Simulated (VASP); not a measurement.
A run of VASP 6.6.1 is set up as follows.

File INCAR:

```
  PREC = Accurate
  ENCUT = 520
  EDIFF = 1E-7
  ISMEAR = 0
  SIGMA = 0.01
  LREAL = F
  LASPH = T
  NELM = 80
  ALGO = Normal
  ISIF = 2
  LWAVE = F
  LCHARG = F
  GGA = PS
  NBANDS = 28
```

Contents of KPOINTS:

```
regular mesh
0
Gamma
  6 6 6
```

File POSCAR:

```
BaZrO3
1.0
    4.1641111843      0.0000000000      0.0000000000
    0.0000000000      4.1641111843      0.0000000000
    0.0000000000      0.0000000000      4.1641111843
Ba Zr O
1 1 3
Direct
    0.0000000000      0.0000000000      0.0000000000
    0.5000000000      0.5000000000      0.5000000000
    0.0000000000      0.5000000000      0.5000000000
    0.5000000000      0.0000000000      0.5000000000
    0.5000000000      0.5000000000      0.0000000000
```

Potentials or basis: VASP PAW PBE potentials, release 64 (Ba_sv, Zr_sv, O).

Command:

```bash
$ cat potpaw_PBE.64/Ba_sv/POTCAR potpaw_PBE.64/Zr_sv/POTCAR potpaw_PBE.64/O/POTCAR > POTCAR
$ mpirun -np 1 vasp_std > vasp.out
```

(1) Predict the pressure.

(2) Predict the band gap on the k mesh.

## Answers

(1) 3.2 GPa.

(2) 3.15 eV, indirect (least direct gap 3.34 eV).

Caveat: the PAW data sets were made with another functional, which shifts forces and pressure a little; spin-orbit coupling is left out, which moves the levels of the heavy elements.
